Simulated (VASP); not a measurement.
# CaSe (F-43m) in VASP: further runs

Aim: see how the results for CaSe move with the level of theory and the settings. Levels: PBE-based screened hybrid with 35 % exact exchange, PBE-based screened hybrid with 50 % exact exchange, HSE06. Tasks: single point.

Program: VASP 6.6.1. These are calculated values, not measurements. Logs are shortened: lines on timing, memory, paths and dates and some standing lists are left out, and cuts for length are marked.

## Step 1: The cell of the first run

Symmetry: F-43m, No. 216, cubic system. Conventional cell: a = 6.559 Å, b = 6.559 Å, c = 6.559 Å, α = 90.00°, β = 90.00°, γ = 90.00°. Within 3.7 Å of Ca (site symmetry -43m) lie 4 Se at 2.84 Å. Se (site symmetry -43m) has 4 Ca at 2.84 Å within 3.7 Å.

## Step 2: Single point, PBE-based screened hybrid with 35 % exact exchange

POSCAR reads:

```
CaSe
1.0
    0.0000000000      3.2795613675      3.2795613675
    3.2795613675      0.0000000000      3.2795613675
    3.2795613675      3.2795613675      0.0000000000
Ca Se
1 1
Direct
    0.0000000000      0.0000000000      0.0000000000
    0.2500000000      0.2500000000      0.2500000000
```

INCAR.step1 reads:

```
ALGO     = Normal         # electronic algorithm
EDIFF    = 1E-5           # SCF threshold, eV
ENCUT    = 520            # plane-wave cutoff, eV
GGA      = PE             # functional
ISIF     = 2              # what is computed and relaxed
ISMEAR   = 0              # smearing method
LASPH    = True           # aspherical terms in the spheres
LCHARG   = False          # write CHGCAR
LREAL    = False          # projectors in reciprocal space
LWAVE    = True           # write WAVECAR
NBANDS   = 15             # bands
NELM     = 60             # most SCF steps
PREC     = Accurate       # precision mode
SIGMA    = 0.01           # smearing width, eV
```

INCAR.step2 reads:

```
AEXX     = 0.35           # exact-exchange fraction
ALGO     = Normal         # electronic algorithm
EDIFF    = 1E-6           # SCF threshold, eV
ENCUT    = 520            # plane-wave cutoff, eV
GGA      = PE             # functional
HFSCREEN = 0.1            # screening, 1/A
ISIF     = 2              # what is computed and relaxed
ISMEAR   = 0              # smearing method
ISTART   = 1            
LASPH    = True           # aspherical terms in the spheres
LCHARG   = False          # write CHGCAR
LHFCALC  = True           # exact exchange
LREAL    = False          # projectors in reciprocal space
LWAVE    = False          # write WAVECAR
NBANDS   = 15             # bands
NELM     = 60             # most SCF steps
PREC     = Accurate       # precision mode
PRECFOCK = Normal       
SIGMA    = 0.01           # smearing width, eV
```

KPOINTS reads:

```
k-points
0
Gamma
  4 4 4
```

Potentials or basis: VASP PAW PBE potentials, release 64 (Ca_sv, Se).

On the command line:

```sh
> cat potpaw_PBE.64/Ca_sv/POTCAR potpaw_PBE.64/Se/POTCAR > POTCAR
> cp INCAR.step1 INCAR
> mpirun -np 1 vasp_std > vasp.out
> cp INCAR.step2 INCAR
> mpirun -np 1 vasp_std > vasp.out
```

OUTCAR:

```text
AEXX = 0.35
   EDIFF = 1E-6
   ENCUT = 520
   GGA = PE
   HFSCREEN = 0.1
   ISIF = 2
   ISMEAR = 0
   ISTART = 1
   LASPH = True
   LHFCALC = True
   LREAL = False
   NELM = 60
   PREC = Accurate
   PRECFOCK = Normal

 ion  position               nearest neighbor table
   1  0.000  0.000  0.000-   2 2.84   2 2.84   2 2.84   2 2.84
   2  0.250  0.250  0.250-   1 2.84   1 2.84   1 2.84   1 2.84

  LATTYP: Found a face centered cubic cell.
 ALAT       =     6.5591227350

  Lattice vectors:

 A1 = (   0.0000000000,   3.2795613675,   3.2795613675)
 A2 = (   3.2795613675,   0.0000000000,   3.2795613675)
 A3 = (   3.2795613675,   3.2795613675,   0.0000000000)

Analysis of symmetry for initial positions (statically):
=====================================================================
 Subroutine PRICEL returns:
 Original cell was already a primitive cell.

 Routine SETGRP: Setting up the symmetry group for a
 face centered cubic supercell.

 Subroutine GETGRP returns: Found 24 space group operations
 (whereof 24 operations were pure point group operations)
 out of a pool of 48 trial point group operations.

The static configuration has the point symmetry T_d .

Analysis of symmetry for dynamics (positions and initial velocities):
=====================================================================
 Subroutine PRICEL returns:
 Original cell was already a primitive cell.

 Routine SETGRP: Setting up the symmetry group for a
 face centered cubic supercell.

 Subroutine GETGRP returns: Found 24 space group operations
 (whereof 24 operations were pure point group operations)
 out of a pool of 48 trial point group operations.

The dynamic configuration has the point symmetry T_d .

 Subroutine INISYM returns: Found 24 space group operations
 (whereof 24 operations are pure point group operations),
 and found     1 'primitive' translations

----------------------------------------------------------------------------------------

                                     Primitive cell

  volume of cell :      70.5468

  direct lattice vectors                    reciprocal lattice vectors
     0.000000000  3.279561367  3.279561367    -0.152459413  0.152459413  0.152459413
     3.279561367  0.000000000  3.279561367     0.152459413 -0.152459413  0.152459413
     3.279561367  3.279561367  0.000000000     0.152459413  0.152459413 -0.152459413

  length of vectors
     4.638000165  4.638000165  4.638000165     0.264067449  0.264067449  0.264067449

  position of ions in fractional coordinates (direct lattice)
[... 82 lines left out ...]
     AMIX_MAG =   1.60;   BMIX_MAG =  1.00
  volume/ion in A,a.u.               =      35.27       238.04
  Fermi-wavevector in a.u.,A,eV,Ry     =   0.998364  1.886635 13.561354  0.996731
  Thomas-Fermi vector in A             =   2.130583
   LORBIT       =      0    0 simple, 1 ext, 2 COOP (PROOUT), +10 PAW based schemes
   GGA     = PE    functional components
   LHFCALC =     T    Hartree Fock is set to
   PRECFOCK=normal    Normal, Fast or Accurate (Low or Medium for compatibility)
   ENCUT4O =  -1.0   cutoff for four orbital integrals eV
   NKREDX  =     1    reduce k-point grid by
   NKREDY  =     1    reduce k-point grid by
   NKREDZ  =     1    reduce k-point grid by
   AEXX    =    0.3500 exact exchange contribution
   HFSCREEN=    0.1000 screening length (either q_TF or 0.3 A-1)
   HFSCREENC=   0.1000 screening length for correlation (either q_TF or 0.3 A-1)
   ENCUTFOCK=  -1.0 apply spherical cutoff to Coloumb kernel
   IVDW    =     0    specifies the selected vdW correction
   LEPSILON=     F    determine dielectric tensor
   LRPA    =     F    only Hartree local field effects (RPA)
 non-spin polarized calculation
 Gauss-broadening in eV      SIGMA  =   0.01
  energy-cutoff  :      520.00
  volume of cell :       70.55
 maximum number of plane-waves:      1924
 NGX is ok and might be reduce to    36
  NGX = 28; NGY = 28; NGZ = 28

 number of electron      16.0000003 magnetization

 Free energy of the ion-electron system (eV)
  ---------------------------------------------------
  ext. energy  EPLUGINS =         0.00000000
  ---------------------------------------------------
  free energy    TOTEN  =       -11.02137706 eV

  energy without entropy =      -11.02137706  energy(sigma->0) =      -11.02137706

 E-fermi :  -1.4026     XC(G=0):  -5.6615

 val. band max:       -1.4782845420   @ k =  -0.2500   0.2500   0.0000
 cond. band min:       3.4429888203   @ k =   0.0000   0.0000   0.0000
 fundamental gap:      4.9212733623
 Fermi energy:        -1.4025756986

 k-point     1 :       0.0000    0.0000    0.0000
  band No.  band energies     occupation
      1     -44.7587      2.00000
      2     -23.6987      2.00000
      3     -23.6987      2.00000
      4     -23.6987      2.00000
      5     -13.2117      2.00000
      6      -1.5562      2.00000
      7      -1.5562      2.00000
      8      -1.5562      2.00000
      9       3.4430      0.00000
     10       6.5005      0.00000
     11       6.5005      0.00000
     12       8.6242      0.00000
     13       8.6242      0.00000
     14       8.6242      0.00000
[... 113 lines left out ...]
      2     -23.7532      2.00000
      3     -23.7243      2.00000
      4     -23.7181      2.00000
      5     -12.7887      2.00000
      6      -2.3120      2.00000
      7      -2.2903      2.00000
      8      -1.6457      2.00000
      9       4.2696      0.00000
     10       5.8466      0.00000
     11       7.1353      0.00000
     12       7.3868      0.00000
     13       8.2543      0.00000
     14       9.6140      0.00000
     15      10.1586      0.00000

------------------------ aborting loop because EDIFF is reached ----------------------------------------

  FORCE on cell =-STRESS in cart. coord.  units (eV):
  Direction    XX          YY          ZZ          XY          YZ          ZX
  --------------------------------------------------------------------------------------
  -------------------------------------------------------------------------------------
  Total        0.0567571      0.0567571      0.0567571     -0.0000000     -0.0000000      0.0000000
  in kB        1.2890012      1.2890012      1.2890012     -0.0000000     -0.0000000      0.0000000
  external PRESSURE =       1.2890012 kB  Pullay stress =       0.0000000 kB

 VOLUME and BASIS-vectors are now :
 -----------------------------------------------------------------------------
  energy-cutoff  :      520.00
  volume of cell :       70.55
      direct lattice vectors                 reciprocal lattice vectors
     0.000000000  3.279561367  3.279561367    -0.152459413  0.152459413  0.152459413
     3.279561367  0.000000000  3.279561367     0.152459413 -0.152459413  0.152459413
     3.279561367  3.279561367  0.000000000     0.152459413  0.152459413 -0.152459413

 POSITION                                       TOTAL-FORCE (eV/Angst)
 -----------------------------------------------------------------------------------
      0.00000      0.00000      0.00000         0.000000      0.000000      0.000000
      1.63978      1.63978      1.63978        -0.000000     -0.000000     -0.000000
 -----------------------------------------------------------------------------------
    total drift:                                0.000004      0.000000     -0.000003

  FREE ENERGIE OF THE ION-ELECTRON SYSTEM (eV)
  ---------------------------------------------------
  free  energy   TOTEN  =       -11.0213770572 eV

  energy  without entropy=      -11.0213770572  energy(sigma->0) =      -11.02137706
```

OUTCAR.step1:

```text
EDIFF = 1E-5
   ENCUT = 520
   GGA = PE
   ISIF = 2
   ISMEAR = 0
[... 347 lines left out ...]
 -----------------------------------------------------------------------------------
      0.00000      0.00000      0.00000        -0.000000     -0.000000      0.000000
      1.63978      1.63978      1.63978         0.000000      0.000000     -0.000000
 -----------------------------------------------------------------------------------
    total drift:                                0.000000      0.000000      0.000000

  FREE ENERGIE OF THE ION-ELECTRON SYSTEM (eV)
  ---------------------------------------------------
  free  energy   TOTEN  =        -8.9664721259 eV

  energy  without entropy=       -8.9664721259  energy(sigma->0) =       -8.96647213
```

Wall time 13 min (1 thread of Intel Xeon 8259CL, shared host); peak memory 0.31 GiB.

What came out:

```yaml
Free_energy: -11.0214 eV
Pressure: 0.1 GPa
Band_gap_on_the_k_mesh: 4.92 eV (least direct gap 5.00 eV)
```

Levels at points of the mesh, in eV from the valence-band top:
```tsv
k point	band 5	band 6	band 7	band 8	band 9	band 10	band 11	band 12
(0.00, 0.00, 0.00)	-11.73	-0.08	-0.08	-0.08	4.92	7.98	7.98	10.10
(0.50, 0.00, 0.00)	-11.41	-1.43	-0.01	-0.01	7.16	7.95	7.96	7.96
(0.50, 0.50, 0.00)	-11.31	-1.42	-0.10	-0.10	5.38	7.16	8.84	8.84
```

Caveat: the PAW data sets were made with another functional, which shifts forces and pressure a little. A k mesh can miss the band edges.

## Step 3: Single point, PBE-based screened hybrid with 50 % exact exchange

POSCAR is that of step 2.

INCAR.step1 reads:

```
ALGO = Normal
EDIFF = 1E-5
ENCUT = 520
GGA = PE
ISIF = 2
ISMEAR = 0
LASPH = T
LREAL = F
LWAVE = T
NBANDS = 15
NELM = 80
PREC = Accurate
SIGMA = 0.01
```

INCAR.step2 reads:

```
AEXX = 0.5
ALGO = Normal
EDIFF = 1E-7
ENCUT = 520
GGA = PE
HFSCREEN = 0.2078
ISIF = 2
ISMEAR = 0
ISTART = 1
LASPH = T
LCHARG = T
LELF = T
LHFCALC = T
LREAL = F
LVHAR = T
LWAVE = F
NBANDS = 15
NELM = 80
PREC = Accurate
PRECFOCK = Normal
SIGMA = 0.01
```

KPOINTS is that of step 2.

Potentials or basis: VASP PAW PBE potentials, release 64 (Ca_sv, Se).

On the command line:

```sh
> cat potpaw_PBE.64/Ca_sv/POTCAR potpaw_PBE.64/Se/POTCAR > POTCAR
> cp INCAR.step1 INCAR
> mpirun -np 1 vasp_std > vasp.out
> cp INCAR.step2 INCAR
> mpirun -np 1 vasp_std > vasp.out
```

It took 29 min on 1 thread of AMD EPYC 7R13, shared host; peak memory 0.28 GiB.

Results (log left out):

```yaml
Free_energy: -11.4029 eV
Pressure: 0.1 GPa
Band_gap_on_the_k_mesh: 5.04 eV (least direct gap 5.11 eV)
```

Levels at points of the mesh, in eV from the valence-band top:
```
           k point  band 4  band 5  band 6  band 7  band 8  band 9  band 10  band 11  band 12  band 13
(0.00, 0.00, 0.00)  -23.02  -12.26   -0.07   -0.07   -0.07    5.04     8.34     8.34    10.46    10.46
(0.50, 0.00, 0.00)  -23.02  -11.92   -1.45   -0.01   -0.01    7.32     8.17     8.24     8.24     9.45
(0.50, 0.50, 0.00)  -23.04  -11.81   -1.45   -0.11   -0.11    5.49     7.37     9.26     9.26     9.52
```

Caveat: the PAW data sets were made with another functional, which shifts forces and pressure a little. A k mesh can miss the band edges.

## Step 4: Single point, HSE06

POSCAR is that of step 3.

INCAR.step1 reads:

```
PREC = Accurate
ENCUT = 520
EDIFF = 1E-5
ISMEAR = 0
SIGMA = 0.01
LREAL = F
LASPH = T
NELM = 80
ALGO = Normal
ISIF = 2
LWAVE = T
LCHARG = F
NBANDS = 15
GGA = PE
```

INCAR.step2 reads:

```
PREC = Accurate
ENCUT = 520
EDIFF = 1E-6
ISMEAR = 0
SIGMA = 0.01
LREAL = F
LASPH = T
NELM = 80
ALGO = Normal
ISIF = 2
LWAVE = F
LCHARG = F
GGA = PE
LHFCALC = T
HFSCREEN = 0.2079
PRECFOCK = Normal
NBANDS = 15
ISTART = 1
```

KPOINTS reads:

```
regular mesh
0
Gamma
  4 4 4
```

On the command line:

```sh
> cat potpaw_PBE.64/Ca_sv/POTCAR potpaw_PBE.64/Se/POTCAR > POTCAR
> cp INCAR.step1 INCAR
> mpirun -np 1 vasp_std > vasp.out
> cp INCAR.step2 INCAR
> mpirun -np 1 vasp_std > vasp.out
```

Run time: 15 min. Hardware: 1 thread of AMD EPYC 7R13, shared host; peak memory 0.28 GiB.

It converged, with:

```
Free energy            : -10.1318 eV
Pressure               : 0.3 GPa
Band gap on the k mesh : 4.09 eV (least direct gap 4.17 eV)
```

Levels at points of the mesh, in eV from the valence-band top:
```csv
k point,band 5,band 6,band 7,band 8,band 9,band 10,band 11,band 12
"(0.00, 0.00, 0.00)",-11.31,-0.08,-0.08,-0.08,4.09,6.85,6.85,8.96
"(0.50, 0.00, 0.00)",-11.00,-1.35,-0.01,-0.01,6.22,6.88,6.88,6.97
"(0.50, 0.50, 0.00)",-10.91,-1.36,-0.08,-0.08,4.50,6.18,7.66,7.66
```

Caveat: the PAW data sets were made with another functional, which shifts forces and pressure a little. A k mesh can miss the band edges.

## Step 5: Overview

| level | share of exact exchange | screening parameter | gap on the mesh (eV) | pressure (GPa) |
| --- | --- | --- | --- | --- |
| PBE-based screened hybrid with 35 % exact exchange | 0.35 | 0.1 1/Å | 4.92 | 0.1 |
| PBE-based screened hybrid with 50 % exact exchange | 0.5 | 0.2078 1/Å | 5.04 | 0.1 |
| HSE06 | 0.25 | 0.2079 1/Å | 4.09 | 0.3 |

Alike in all rows: task single point; potentials or basis VASP PAW PBE potentials, release 64 (Ca_sv, Se); no spin polarisation; cell as given; k mesh 4 × 4 × 4; cutoff (eV) 520; smearing gaussian 0.01 eV.

On the cell as given the gap runs from 4.09 eV (HSE06) to 5.04 eV (PBE-based screened hybrid with 50 % exact exchange).

Caveats: the PAW data sets were made with another functional, which shifts forces and pressure a little.

Absolute energies hang on the potentials; compare differences alone.
